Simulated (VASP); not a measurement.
# H in VASP: a series of runs

Runs on H. Level: LDA. Tasks: single point, molecular dynamics.

All numbers are computed with VASP 6.6.1; they aren't measurements. Logs are shortened: lines on timing, memory, paths and dates and some standing lists are left out, and cuts for length are marked.

### Step 1. The cell of the first run

The cell holds a disordered packing, 24 atoms: a = 6.868 Å, b = 6.868 Å, c = 6.868 Å, α = 90.00°, β = 90.00°, γ = 90.00°.

### Step 2. Single point, LDA

INCAR reads:

```
PREC = Accurate
ENCUT = 400
EDIFF = 1E-6
ISMEAR = -1
SIGMA = 0.05
LREAL = F
LASPH = T
NELM = 120
ALGO = Normal
ISIF = 2
LWAVE = F
LCHARG = F
GGA = CA
NBANDS = 30
GGA_COMPAT = F
```

KPOINTS reads:

```
regular mesh
0
Gamma
  1 1 1
```

POSCAR reads:

```
H
1.0
    6.8682850000      0.0000000000      0.0000000000
    0.0000000000      6.8682850000      0.0000000000
    0.0000000000      0.0000000000      6.8682850000
H
24
Direct
    0.4309372718      0.3418174988      0.3523295845
    0.3852344508      0.4077873880      0.4345043923
    0.9869712745      0.1042327160      0.7499251997
    1.0972899348      0.0649361522      0.7452952229
    0.6324722984      0.0954532318      0.6367674026
    0.6746371183      0.1492366726      0.7177483171
    0.4094180716      0.7576563873      0.6576605368
    0.3730334428      0.6871729988      0.7310121814
    0.3367070528      0.2782645158      0.6582283641
    0.2692666364      0.3530866876      0.7142539950
    0.8614668727      0.8140168907      0.4949707241
    0.7938808596      0.8574629620      0.4171055802
    0.2968135422      0.2855152342      0.1656891058
    0.3008756917      0.2802737510      0.0540600747
    1.0542806538      1.0100483600      0.0430820794
    1.0397355381      0.9807542931      0.1441262266
    0.4063896591      1.0460253178      0.4087192072
    0.3163963056      1.0499564302      0.4736844787
    0.3791485065      0.9132847574      0.0763218183
    0.4332668199      0.8125463635      0.0769333247
    0.0244311353      0.4832793048      0.3005116998
    0.0165543509      0.5751945355      0.2376867005
   -0.2865198518      0.3773139874     -0.0993552248
   -0.2611423376      0.3216669081     -0.0025333835
```

Potentials or basis: VASP PAW LDA potentials, release 64 (H).

On the command line:

```sh
$ cat potpaw_LDA.64/H/POTCAR > POTCAR
$ mpirun -np 1 vasp_gam > vasp.out
```

OUTCAR:

```text
PREC = Accurate
   ENCUT = 400
   EDIFF = 1E-6
   ISMEAR = -1
   LREAL = F
   LASPH = T
   NELM = 120
   ISIF = 2
   GGA = CA

 ion  position               nearest neighbor table
   1  0.431  0.342  0.352-   2 0.79
   2  0.385  0.408  0.435-   1 0.79
   3  0.987  0.104  0.750-   4 0.80
   4  0.097  0.065  0.745-   3 0.80
   5  0.632  0.095  0.637-   6 0.73
   6  0.675  0.149  0.718-   5 0.73
[... 16 lines left out ...]
  23  0.713  0.377  0.901-  24 0.79
  24  0.739  0.322  0.997-  23 0.79

  LATTYP: Found a simple cubic cell.
 ALAT       =     6.8682850000

  Lattice vectors:

 A1 = (   6.8682850000,   0.0000000000,   0.0000000000)
 A2 = (   0.0000000000,   6.8682850000,   0.0000000000)
 A3 = (   0.0000000000,   0.0000000000,   6.8682850000)

Analysis of symmetry for initial positions (statically):
=====================================================================
 Subroutine PRICEL returns:
 Original cell was already a primitive cell.

 Routine SETGRP: Setting up the symmetry group for a
 simple cubic supercell.

 Subroutine GETGRP returns: Found  1 space group operations
 (whereof  1 operations were pure point group operations)
 out of a pool of 48 trial point group operations.

The static configuration has the point symmetry C_1 .

Analysis of symmetry for dynamics (positions and initial velocities):
=====================================================================
 Subroutine PRICEL returns:
 Original cell was already a primitive cell.

 Routine SETGRP: Setting up the symmetry group for a
 simple cubic supercell.

 Subroutine GETGRP returns: Found  1 space group operations
 (whereof  1 operations were pure point group operations)
 out of a pool of 48 trial point group operations.

The dynamic configuration has the point symmetry C_1 .

 Subroutine INISYM returns: Found  1 space group operations
 (whereof  1 operations are pure point group operations),
 and found     1 'primitive' translations

----------------------------------------------------------------------------------------

                                     Primitive cell

  volume of cell :     323.9999

  direct lattice vectors                    reciprocal lattice vectors
     6.868285000  0.000000000  0.000000000     0.145596754  0.000000000  0.000000000
     0.000000000  6.868285000  0.000000000     0.000000000  0.145596754  0.000000000
     0.000000000  0.000000000  6.868285000     0.000000000  0.000000000  0.145596754

  length of vectors
     6.868285000  6.868285000  6.868285000     0.145596754  0.145596754  0.145596754

  position of ions in fractional coordinates (direct lattice)
     0.430937272  0.341817499  0.352329584
     0.385234451  0.407787388  0.434504392
     0.986971275  0.104232716  0.749925200
     0.097289935  0.064936152  0.745295223
     0.632472298  0.095453232  0.636767403
     0.674637118  0.149236673  0.717748317
[... 16 lines left out ...]
     0.713480148  0.377313987  0.900644775
     0.738857662  0.321666908  0.997466616

  ion indices of the primitive-cell ions
   primitive index   ion index
                 1           1
                 2           2
                 3           3
                 4           4
                 5           5
                 6           6
[... 16 lines left out ...]
                23          23
                24          24

----------------------------------------------------------------------------------------

 KPOINTS: regular mesh

Automatic generation of k-mesh.
 Grid dimensions read from file:
 generate k-points for:    1    1    1

 Generating k-lattice:

  Cartesian coordinates                     Fractional coordinates (reciprocal lattice)
     0.145596754  0.000000000  0.000000000     1.000000000  0.000000000  0.000000000
     0.000000000  0.145596754  0.000000000     0.000000000  1.000000000  0.000000000
     0.000000000  0.000000000  0.145596754     0.000000000  0.000000000  1.000000000

  Length of vectors
     0.145596754  0.145596754  0.145596754

  Shift w.r.t. Gamma in fractional coordinates (k-lattice)
[... 37 lines left out ...]
   TEBEG  =    0.0;   TEEND  =   0.0 temperature during run
   PSTRESS=    0.0 pullay stress
   NELECT =      24.0000    total number of electrons
   NUPDOWN=      -1.0000    fix difference up-down
   EMIN   =  10.00;   EMAX   =-10.00  energy-range for DOS
   EFERMI =   0.00;   METHOD = LEGACY
   ISMEAR =    -1;   SIGMA  =   0.05  broadening in eV -4-tet -1-fermi 0-gaus
   EFERMI_NEDOS =   21; number of points for ismear=-14 and -15
   IALGO  =     38    algorithm
   IMIX   =      4    mixing-type and parameters
     AMIX     =   0.40;   BMIX     =  1.00
     AMIX_MAG =   1.60;   BMIX_MAG =  1.00
  volume/ion in A,a.u.               =      13.50        91.10
  Fermi-wavevector in a.u.,A,eV,Ry     =   0.687538  1.299259  6.431596  0.472709
  Thomas-Fermi vector in A             =   1.768082
   LORBIT       =      0    0 simple, 1 ext, 2 COOP (PROOUT), +10 PAW based schemes
   GGA     = CA    functional components
   LHFCALC =     F    Hartree Fock is set to
   AEXX    =    0.0000 exact exchange contribution
   IVDW    =     0    specifies the selected vdW correction
   LEPSILON=     F    determine dielectric tensor
   LRPA    =     F    only Hartree local field effects (RPA)
 non-spin polarized calculation
  energy-cutoff  :      400.00
  volume of cell :      324.00
 maximum number of plane-waves:      2944
 NGX is ok and might be reduce to    48
   NGX = 23   NGY = 23   NGZ = 23

 number of electron      24.0000005 magnetization

 Free energy of the ion-electron system (eV)
  ---------------------------------------------------
  ext. energy  EPLUGINS =         0.00000000
  ---------------------------------------------------
  free energy    TOTEN  =       -80.71337063 eV

  energy without entropy =      -80.71337063  energy(sigma->0) =      -80.71337063

 E-fermi :  -6.4168     XC(G=0):  -5.2860

 val. band max:       -7.6341904104   @ k =   0.0000   0.0000   0.0000
 cond. band min:       0.2402547941   @ k =   0.0000   0.0000   0.0000
 fundamental gap:      7.8744452045
 Fermi energy:        -6.4167518572

 k-point     1 :       0.0000    0.0000    0.0000
  band No.  band energies     occupation
      1     -11.3226      2.00000
      2      -9.9324      2.00000
      3      -9.6535      2.00000
      4      -9.3866      2.00000
      5      -9.2224      2.00000
      6      -9.0877      2.00000
[... 16 lines left out ...]
     23       2.7442      0.00000
     24       3.1104      0.00000
 [bands above 24 left out]

------------------------ aborting loop because EDIFF is reached ----------------------------------------

  FORCE on cell =-STRESS in cart. coord.  units (eV):
  Direction    XX          YY          ZZ          XY          YZ          ZX
  --------------------------------------------------------------------------------------
  -------------------------------------------------------------------------------------
  Total       -2.0964063     -1.2391390      0.5727682      1.6298125     -0.0646669      0.1093963
  in kB      -10.3667137     -6.1275334      2.8323345      8.0594112     -0.3197774      0.5409640
  external PRESSURE =      -4.5539709 kB  Pullay stress =       0.0000000 kB

 VOLUME and BASIS-vectors are now :
 -----------------------------------------------------------------------------
  energy-cutoff  :      400.00
  volume of cell :      324.00
      direct lattice vectors                 reciprocal lattice vectors
     6.868285000  0.000000000  0.000000000     0.145596754  0.000000000  0.000000000
     0.000000000  6.868285000  0.000000000     0.000000000  0.145596754  0.000000000
     0.000000000  0.000000000  6.868285000     0.000000000  0.000000000  0.145596754

 POSITION                                       TOTAL-FORCE (eV/Angst)
 -----------------------------------------------------------------------------------
      2.95980      2.34770      2.41990        -0.135374      0.497064      0.359846
      2.64590      2.80080      2.98430         0.326541     -0.180337     -0.311714
      6.77880      0.71590      5.15070         0.836420     -0.387005     -0.101309
      0.66821      0.44600      5.11890        -0.936222      0.321040     -0.022584
      4.34400      0.65560      4.37350        -0.621012     -0.803262     -1.196683
      4.63360      1.02500      4.92970         0.567429      0.752419      1.148912
[... 16 lines left out ...]
      4.90038      2.59150      6.18588         0.105551     -0.221948      0.485229
      5.07468      2.20930      6.85089        -0.090523      0.283588     -0.406025
 -----------------------------------------------------------------------------------
    total drift:                                0.000622     -0.000409      0.000074

  FREE ENERGIE OF THE ION-ELECTRON SYSTEM (eV)
  ---------------------------------------------------
  free  energy   TOTEN  =       -80.7133706270 eV

  energy  without entropy=      -80.7133706270  energy(sigma->0) =      -80.71337063
```

Wall time 9.7 s (1 thread of AMD EPYC 7R43 (Zen 3), shared host); peak memory 0.18 GiB.

Results:

| Item | Value |
| --- | --- |
| Free energy | -80.7134 eV |
| Pressure | -0.5 GPa |
| Largest force | 1.569 eV/Å |

Forces on the atoms (eV/Å):
```
H   -0.135  0.497  0.360
H    0.327 -0.180 -0.312
H    0.836 -0.387 -0.101
H   -0.936  0.321 -0.023
H   -0.621 -0.803 -1.197
H    0.567  0.752  1.149
H    0.314  0.654 -0.703
H   -0.321 -0.644  0.640
H   -0.250  0.390  0.373
H    0.345 -0.376 -0.026
H    0.003  0.027  0.000
H   -0.004  0.007 -0.025
H   -0.024  0.003 -0.001
H   -0.024 -0.059 -0.429
H    0.142  0.376 -1.250
H   -0.218 -0.421  1.381
H    0.175 -0.120 -0.165
H   -0.274 -0.091  0.238
H    0.243 -0.448  0.023
H   -0.205  0.449 -0.004
H    0.036 -0.058  0.021
H    0.008  0.051 -0.030
H    0.106 -0.222  0.485
H   -0.091  0.284 -0.406
```

Levels at points of the mesh, in eV from the Fermi level:
| k point | band 8 | band 9 | band 10 | band 11 | band 12 | band 13 | band 14 | band 15 | band 16 | band 17 |
| --- | --- | --- | --- | --- | --- | --- | --- | --- | --- | --- |
| (0.00, 0.00, 0.00) | -2.13 | -1.92 | -1.87 | -1.68 | -1.22 | 6.66 | 6.68 | 7.03 | 7.67 | 7.94 |

Caveat: the k points lie up to 0.91 Å⁻¹ apart; the atoms stand as in a frame of molecular dynamics.

### Step 3. Single point, LDA

Edit INCAR of step 2 so:

```diff
@@ -11,4 +11,5 @@
 LWAVE = F
-LCHARG = F
-GGA = CA
+LCHARG = T
+LELF = T
+LVHAR = T
 NBANDS = 30
```

KPOINTS is that of step 2.

POSCAR reads:

```
H
1.0
    6.8682850000      0.0000000000      0.0000000000
    0.0000000000      6.8682850000      0.0000000000
    0.0000000000      0.0000000000      6.8682850000
H
24
Direct
    0.3169058943      0.5617559551      0.4505200352
    0.3098153324      0.5289238871      0.3522276667
    1.0327760132     -0.0012666918      0.6417759310
    1.0707476466      0.0743708218      0.7026062547
    0.6799368401      0.0249844029      0.7818982468
    0.6531615971      0.0307209150      0.6704730511
    0.4649341138      0.7127543484      0.6726570024
    0.4250260436      0.7854071286      0.7568556051
    0.4331649022      0.4240068663      0.7433587861
    0.5077104401      0.3397209056      0.7372582821
    0.7569284035      0.8986086046      0.4324223587
    0.8641167337      0.8858106500      0.4001581181
    0.1349827504      0.2034569037      0.1107408909
    0.1932796906      0.2260971989      0.2062814807
    0.9555078160      1.0168040493      0.1152107113
    0.9701111704      0.8978078225      0.1035920903
    0.2992304484      1.0324120213      0.4483797629
    0.3471900191      0.9448501336      0.4887100637
    0.3410603957      0.8099547412      0.1173801029
    0.4256957887      0.8417385126      0.0549190955
    0.1078726349      0.6216690193      0.0174570508
    0.1402096739      0.5262449068      0.0523857120
   -0.1907026281      0.3671804533      0.0740505090
   -0.2681164221      0.2930571460      0.0574379194
```

Potentials or basis: VASP PAW LDA potentials, release 64 (H).

On the command line:

```sh
$ cat potpaw_LDA.64/H/POTCAR > POTCAR
$ mpirun -np 1 vasp_gam > vasp.out
```

Run time: 14 s. Hardware: 1 thread of AMD EPYC 7R43 (Zen 3), shared host; peak memory 0.18 GiB.

The run converged. Its results:

```
Free energy   : -80.6952 eV
Pressure      : -0.3 GPa
Largest force : 2.159 eV/Å
```

Forces on the atoms (eV/Å):
```
H    0.159  0.686  2.014
H   -0.154 -0.640 -2.056
H   -0.783 -1.425 -1.102
H    0.688  1.422  1.224
H   -0.096  0.092 -0.435
H    0.071  0.022  0.511
H   -0.408  0.620  0.782
H    0.343 -0.694 -0.772
H    0.070 -0.075  0.011
H   -0.063 -0.009  0.006
H    0.094 -0.048  0.037
H   -0.152  0.017  0.027
H    0.267  0.164  0.337
H   -0.129  0.045 -0.317
H    0.160 -1.546 -0.225
H   -0.191  1.333  0.023
H   -0.402  0.854 -0.463
H    0.546 -0.852  0.366
H   -0.374 -0.107  0.327
H    0.414  0.184 -0.295
H   -0.468  1.281 -0.452
H    0.371 -1.304  0.475
H    0.615  0.560  0.119
H   -0.580 -0.580 -0.143
```

Stress tensor (GPa, compression positive):
```
-0.41  0.54  0.12
 0.54 -0.22 -0.01
 0.12 -0.01 -0.18
```

Levels at points of the mesh, in eV from the Fermi level:
| k point | band 10 | band 11 | band 12 | band 13 | band 14 | band 15 |
| --- | --- | --- | --- | --- | --- | --- |
| (0.00, 0.00, 0.00) | -1.71 | -1.48 | -1.22 | 6.91 | 7.00 | 7.35 |

Caveat: the k points lie up to 0.91 Å⁻¹ apart; the atoms stand as in a frame of molecular dynamics.

### Step 4. Single point, LDA

INCAR reads:

```
PREC = Accurate ; ENCUT = 400
EDIFF = 1E-6 ; ISMEAR = -1
SIGMA = 0.05 ; LREAL = False
LASPH = True ; NELM = 120
ALGO = Normal ; ISIF = 2
LWAVE = False ; LCHARG = True
GGA = CA ; LELF = True
LVHAR = True ; NBANDS = 30
GGA_COMPAT = False
```

KPOINTS reads:

```
Automatic mesh
0
Gamma
  1 1 1
```

POSCAR reads:

```
H
1.0
    6.8682850000      0.0000000000      0.0000000000
    0.0000000000      6.8682850000      0.0000000000
    0.0000000000      0.0000000000      6.8682850000
H
24
Direct
    0.2082761563      0.6598590478      0.3066122038
    0.2829818506      0.6704584915      0.3837930430
    1.0390366736      0.0448729195      0.5965535792
    1.0207351617     -0.0306772360      0.6746225586
    0.5746267081      0.1394962498      0.7731624416
    0.6033675073      0.0537106425      0.8523379563
    0.3587212820      0.7241836936      0.8219373541
    0.3732518380      0.7941866128      0.7267025174
    0.6226881965      0.3834290511      0.6379612960
    0.5189359498      0.4133928630      0.6346562497
    0.7683577487      0.8898145607      0.4561255102
    0.7344045857      0.8322164849      0.3680103548
    0.1996131494      0.2661654256      0.4624880884
    0.1183119221      0.2288780969      0.3969841088
    0.9285287375      0.8114689475      0.0427180876
    0.9842922942      0.8300179739     -0.0543803875
    0.4116893810      0.9827780880      0.5372083424
    0.4680935634      0.9507904812      0.4462686100
    0.4711947742      0.9585071091      0.1460481037
    0.4328009103      0.8951434019      0.0668434697
    0.0902845470      0.4375182451     -0.1656745461
    0.0680810421      0.5492346343     -0.1878780511
   -0.1337160587      0.2640688323      0.1833791114
   -0.1729543838      0.2974832873      0.0822476062
```

On the command line:

```sh
$ cat potpaw_LDA.64/H/POTCAR > POTCAR
$ mpirun -np 1 vasp_gam > vasp.out
```

Wall time 14 s (1 thread of AMD EPYC 7R43 (Zen 3), shared host); peak memory 0.18 GiB.

Results (log left out):

- Free energy: -80.7923 eV
- Pressure: -0.8 GPa
- Largest force: 1.498 eV/Å

Forces in eV/Å, atoms in the order of the input:
```
H   -0.671 -0.112 -0.669
H    0.644  0.113  0.695
H    0.081  0.235 -0.261
H   -0.106 -0.380  0.375
H    0.385 -1.105  0.935
H   -0.361  0.953 -0.912
H    0.149  0.690 -0.915
H   -0.101 -0.652  0.934
H    0.857 -0.204 -0.012
H   -0.905  0.356 -0.068
H    0.196  0.161  0.261
H   -0.037 -0.192 -0.312
H    0.205  0.146  0.097
H   -0.148 -0.001 -0.218
H    0.145  0.066 -0.243
H   -0.143 -0.030  0.275
H   -0.185  0.105  0.154
H   -0.001 -0.012 -0.219
H    0.316  0.530  0.805
H   -0.319 -0.566 -0.681
H   -0.176  0.744 -0.166
H    0.161 -0.817  0.158
H   -0.099  0.084 -0.272
H    0.113 -0.111  0.259
```

Stress tensor (GPa, compression positive):
```
-0.30  0.20  0.13
 0.20 -1.09  0.51
 0.13  0.51 -0.99
```

Levels at points of the mesh, in eV from the Fermi level:
| k point | band 9 | band 10 | band 11 | band 12 | band 13 | band 14 | band 15 | band 16 |
| --- | --- | --- | --- | --- | --- | --- | --- | --- |
| (0.00, 0.00, 0.00) | -1.91 | -1.77 | -1.55 | -1.24 | 6.88 | 6.96 | 7.19 | 7.53 |

Caveat: the k points lie up to 0.91 Å⁻¹ apart; the atoms stand as in a frame of molecular dynamics.

### Step 5. Molecular dynamics, LDA

INCAR reads:

```
PREC = Normal
ENCUT = 350
EDIFF = 1E-5
ISMEAR = -1
SIGMA = 0.05
LREAL = F
LASPH = T
NELM = 120
ALGO = Normal
ISIF = 2
LWAVE = F
LCHARG = F
GGA = CA
NBANDS = 30
IBRION = 0
NSW = 40
POTIM = 0.5
TEBEG = 350.0
TEEND = 350.0
ISYM = 0
NELMIN = 4
RANDOM_SEED = 302232 0 0
MDALGO = 1
ANDERSEN_PROB = 0.0
GGA_COMPAT = F
MAXMIX = 40
```

KPOINTS reads:

```
regular mesh
0
Gamma
  1 1 1
```

POSCAR reads:

```
H
1.0
    6.8682850000      0.0000000000      0.0000000000
    0.0000000000      6.8682850000      0.0000000000
    0.0000000000      0.0000000000      6.8682850000
H
24
Direct
    0.6222976100      0.4324942100      0.4364475100
    0.6975605800      0.3976848900      0.3466731900
    0.8714331600      0.0526743400      0.6221476000
    0.9816832300      0.0935163900      0.6037111300
    0.5685821800      0.1119477500      0.6291406500
    0.4926229900      0.0329501600      0.6125545800
    0.3903408800      0.7689756500      0.7137404400
    0.3779961700      0.6899763400      0.6460501800
    0.3207105100      0.4423292300      0.6355267800
    0.3227582800      0.3352909000      0.6052732000
    0.8304543500      0.8292409700      0.4067295500
    0.8418516400      0.7228462200      0.4368654000
    0.4417281000      0.2038808000     -0.0246211400
    0.3707608100      0.2644871500      0.0370216500
    0.9453211200      1.0659605000      0.2203699000
    0.9889776000      1.1614925900      0.2479254200
    0.2726343700      0.9938837300      0.5098853100
    0.2246868800      1.0690741900      0.4387231100
    0.4952487600      0.9196206600      0.1316801500
    0.5247509400      0.8512950100      0.0506535900
   -0.0149972900      0.4132239600      0.4323511200
   -0.0062765900      0.3134762600      0.4973447500
   -0.3210968900      0.4011233700      0.0073537300
   -0.2684636900      0.4795913300     -0.0547953100
```

On the command line:

```sh
$ cat potpaw_LDA.64/H/POTCAR > POTCAR
$ mpirun -np 1 vasp_gam > vasp.out
```

Run time: 1.8 min. Hardware: 1 thread of AMD EPYC 7R43 (Zen 3), shared host; peak memory 0.12 GiB.

Caveat: the k points lie up to 0.91 Å⁻¹ apart.

### Step 6. The runs side by side

| task | cell | cutoff (eV) | pressure (GPa) | largest force (eV/Å) |
| --- | --- | --- | --- | --- |
| single point | as given, atomic positions A | 400 | -0.5 | 1.57 |
| single point | as given, atomic positions B | 400 | -0.3 | 2.16 |
| single point | as given, atomic positions C | 400 | -0.8 | 1.50 |
| molecular dynamics | as given, atomic positions D | 350 | - | - |

Alike in all rows: level LDA; potentials or basis VASP PAW LDA potentials, release 64 (H); no spin polarisation; k mesh 1 × 1 × 1; smearing fermi-dirac 0.05 eV.

Caveats: all runs use coarse meshes; the atoms stand as in a frame of molecular dynamics (at least some runs).

Total energies depend on the potentials used, so only differences within one code and one set of settings carry meaning.
